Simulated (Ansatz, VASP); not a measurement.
One calculation of TiAl, two programs

Contents of INCAR:

```
SYSTEM = TiAl
  PREC = Accurate
  ENCUT = 520
  EDIFF = 1E-7
  ISMEAR = 0
  SIGMA = 0.15
  LREAL = .FALSE.
  LASPH = .TRUE.
  NELM = 100
  ALGO = Fast
  ISIF = 2
  LWAVE = .FALSE.
  LCHARG = .TRUE.
  LELF = .TRUE.
  LVHAR = .TRUE.
  NBANDS = 14
```

KPOINTS

```
regular mesh
0
G
  16 16 16
  0 0 0
```

The input POSCAR:

```
TiAl
1.0
    3.2224982572      0.3874558022      0.3874558022
    0.3874558022      3.2224982572      0.3874558022
    0.3874558022      0.3874558022      3.2224982572
Ti Al
1 1
Direct
    0.0000000000      0.0000000000      0.0000000000
    0.5000000000      0.5000000000      0.5000000000
```

Input for Ansatz:

```yaml
crystal:
  lattice:
    - [3.2224982572, 0.3874558022, 0.3874558022]
    - [0.3874558022, 3.2224982572, 0.3874558022]
    - [0.3874558022, 0.3874558022, 3.2224982572]
  atoms:
    - { symbol: Ti, position: [0.0, 0.0, 0.0] }
    - { symbol: Al, position: [0.5, 0.5, 0.5] }
basis:
  ecutwfc: 420
kpoints:
  mp_grid: { grid: [16, 16, 16] }
hamiltonian:
  xc: lda
scf:
  occupations: { method: gaussian, width: 0.15 }
output:
  forces: true
  stress: true
  eigenvalues: true
```

Alike in both runs: task single point; functional LDA; k mesh 16 × 16 × 16; occupations gaussian, width 0.15 eV; no spin polarisation.

|  | VASP | Ansatz |
| --- | --- | --- |
| version | VASP 6.6.1 | Ansatz 0.2.0 |
| potentials or method | VASP PAW LDA potentials, release 64 (Ti_sv, Al), cutoff 520 eV | scalar-relativistic, plane waves, PAW |
| valence electrons in the cell | 15 | 15 |

VASP gave:

| Quantity | Value |
| --- | --- |
| gap on the k mesh at the Fermi level (eV) | none |
| pressure (GPa) | 2.4 |
| traceless stress, the component that is largest in VASP (GPa) | -5.94 |

Question: Which values does Ansatz return?

Answer: gap on the k mesh at the Fermi level (eV): none; pressure (GPa): 2.2; traceless stress, the component that is largest in VASP (GPa): -5.93.

LDA's correlation is that of Perdew and Zunger in VASP and of Perdew and Wang (1992) in Ansatz. A gap of «none» marks a metal or a gap that the smearing closes.
